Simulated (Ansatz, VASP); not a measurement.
# BiSbS4 in VASP and in Ansatz

The input INCAR:

```
PREC = Accurate
ENCUT = 500
EDIFF = 1E-6
ISMEAR = 0
SIGMA = 0.2
LREAL = F
LASPH = T
NELM = 120
ALGO = Normal
ISIF = 2
LWAVE = F
LCHARG = F
GGA = PE
NBANDS = 56
GGA_COMPAT = F
```

KPOINTS

```
Automatic mesh
0
Gamma
  6 4 2
```

The input POSCAR:

```
BiSbS4
1.0
    1.9087909322     -3.3061228755      0.0000000000
   -5.7263727964     -3.3061228755      0.0000000000
    0.0000000000      0.0000000000    -12.9805476882
Sb Bi S
2 2 8
Direct
    0.0000000000      0.0000000000      0.5000000000
    0.5000000000      0.5000000000      0.5000000000
    0.0000000000      0.0000000000      0.0000000000
    0.5000000000      0.5000000000      0.0000000000
    0.0000000000      0.6666666667      0.3833294155
    0.5000000000      0.1666666667      0.3833294155
    0.0000000000      0.6666666667      0.8734006150
    0.5000000000      0.1666666667      0.8734006150
    0.5000000000      0.8333333333      0.1265993850
    1.0000000000      0.3333333333      0.1265993850
    0.5000000000      0.8333333333      0.6166705845
    1.0000000000      0.3333333333      0.6166705845
```

Input for Ansatz:

```yaml
crystal:
  lattice:
    - [1.9087909322, -3.3061228755, 0.0]
    - [-5.7263727964, -3.3061228755, 0.0]
    - [0.0, 0.0, -12.9805476882]
  atoms:
    - { symbol: Sb, position: [0.0, 0.0, 0.5] }
    - { symbol: Sb, position: [0.5, 0.5, 0.5] }
    - { symbol: Bi, position: [0.0, 0.0, 0.0] }
    - { symbol: Bi, position: [0.5, 0.5, 0.0] }
    - { symbol: S, position: [0.0, 0.6666666667, 0.3833294155] }
    - { symbol: S, position: [0.5, 0.1666666667, 0.3833294155] }
    - { symbol: S, position: [0.0, 0.6666666667, 0.873400615] }
    - { symbol: S, position: [0.5, 0.1666666667, 0.873400615] }
    - { symbol: S, position: [0.5, 0.8333333333, 0.126599385] }
    - { symbol: S, position: [1.0, 0.3333333333, 0.126599385] }
    - { symbol: S, position: [0.5, 0.8333333333, 0.6166705845] }
    - { symbol: S, position: [1.0, 0.3333333333, 0.6166705845] }
basis:
  ecutwfc: 420
kpoints:
  mp_grid: { grid: [6, 4, 2] }
hamiltonian:
  xc: pbe
scf:
  occupations: { method: gaussian, width: 0.2 }
  lower_state_search: "off"
output:
  forces: true
  stress: true
  eigenvalues: true
```

Alike in both runs: task single point; functional PBE; k mesh 6 × 4 × 2; occupations gaussian, width 0.2 eV; no spin polarisation.

|  | VASP | Ansatz |
| --- | --- | --- |
| version | VASP 6.6.1 | Ansatz 0.2.0 |
| potentials or method | VASP PAW PBE potentials, release 64 (Sb, Bi_d, S), cutoff 500 eV | scalar-relativistic, plane waves, PAW |
| valence electrons in the cell | 88 | 108 |

```tsv
	VASP	Ansatz	Ansatz less VASP
gap on the k mesh at the Fermi level (eV)	none	none	-
pressure (GPa)	-0.1	0.0	+0.15
traceless stress, the component that is largest in VASP (GPa)	0.19	0.19	-0.001
rms of the force components (eV/Å)	0.013	0.009	-0.0034
```

Atom by atom the forces differ by 0.007 eV/Å (rms over components). A gap of «none» marks a metal or a gap that the smearing closes. VASP's potentials hold 88 valence electrons a cell and Ansatz's 108, so a difference there can come from the potentials and not from the codes.

Neither program's run includes spin-orbit coupling.
